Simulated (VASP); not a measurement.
Write the native input for VASP 6.6.1 that does the following.

```
Task                               : single point
Functional                         : HSE06
Potentials or basis                : VASP PAW PBE potentials, release 64 (C, Ir, Ba_sv)
Cutoff                             : 520 eV
k mesh                             : 3 × 3 × 2
Occupations                        : gaussian, width 0.013 eV
Spin                               : collinear spin, antiferromagnetic start
Starting moments                   : [0.0, 0.0, 1.0, -1.0, 0.0] μB
Dipole correction                  : no
Grid for exact exchange (PRECFOCK) : Fast
Further INCAR settings             : ALGO = Normal; EDIFF = 1e-06; NBANDS = 30; ISYM = 0
Screening parameter                : 0.2079 1/Å
```

Crystal: BaIr2C2.

```
C Ir Ba
1.0
     0.00000    3.71005    0.00000
     3.71005    0.00000    0.00000
     1.85503    1.85503   -5.91013
C Ir Ba
2 2 1
Cartesian
  1.8550 1.8550 -1.7459
  3.7101 3.7101 -4.1643
  1.8550 3.7101 -2.9551
  3.7101 1.8550 -2.9551
  0.0000 0.0000 0.0000
```

One way to write it, as run:

POSCAR

```
BaIr2C2
1.0
    0.0000000000      3.7100509900      0.0000000000
    3.7100509900      0.0000000000      0.0000000000
    1.8550255000      1.8550255000     -5.9101328700
C Ir Ba
2 2 1
Direct
    0.3523000000      0.3523000000      0.2954000000
    0.6477000000      0.6477000000      0.7046000000
    0.7500000000      0.2500000000      0.5000000000
    0.2500000000      0.7500000000      0.5000000000
    0.0000000000      0.0000000000      0.0000000000
```

INCAR.step1

```
  PREC = Accurate
  ENCUT = 520
  EDIFF = 1E-5
  ISMEAR = 0
  SIGMA = 0.013
  LREAL = False
  LASPH = True
  NELM = 150
  ALGO = Normal
  ISIF = 2
  LWAVE = True
  LCHARG = False
  ISPIN = 2
  MAGMOM = 0 0 1 -1 0
  LORBIT = 11
  LMAXMIX = 4
  GGA = PE
  NBANDS = 30
  ISYM = 0
```

INCAR.step2

```
  PREC = Accurate
  ENCUT = 520
  EDIFF = 1E-6
  ISMEAR = 0
  SIGMA = 0.013
  LREAL = False
  LASPH = True
  NELM = 150
  ALGO = Normal
  ISIF = 2
  LWAVE = False
  LCHARG = False
  ISPIN = 2
  MAGMOM = 0 0 1 -1 0
  LORBIT = 11
  LMAXMIX = 4
  GGA = PE
  LHFCALC = True
  HFSCREEN = 0.2079
  PRECFOCK = Fast
  ISTART = 1
  NBANDS = 30
  ISYM = 0
```

KPOINTS

```
Automatic mesh
0
Gamma
  3 3 2
```

Potentials or basis: VASP PAW PBE potentials, release 64 (C, Ir, Ba_sv).

Command:

```sh
$ cat potpaw_PBE.64/C/POTCAR potpaw_PBE.64/Ir/POTCAR potpaw_PBE.64/Ba_sv/POTCAR > POTCAR
$ cp INCAR.step1 INCAR
$ mpirun -np 1 vasp_std > vasp.out
$ cp INCAR.step2 INCAR
$ mpirun -np 1 vasp_std > vasp.out
```

Results of the run:

```json
{
 "Pressure": "-6.8 GPa",
 "Largest force": "2.795 eV/Å",
 "Net moment": "-0.11 μB per cell",
 "Site moments": "C -0.01; Ir -0.03; Ba -0.01 μB",
 "Valence electrons inside the program's atomic spheres": "C 2.17; Ir 8.57; Ba 7.94"
}
```

Caveat: the k points lie up to 0.59 Å⁻¹ apart; the PAW data sets were made with another functional, which shifts forces and pressure a little.

Wall time 25 min on 1 thread of Intel(R) Xeon(R) Platinum 8259CL CPU @ 2.50GHz (Skylake/Cascade Lake), on a shared host, peak memory 0.36 GiB.
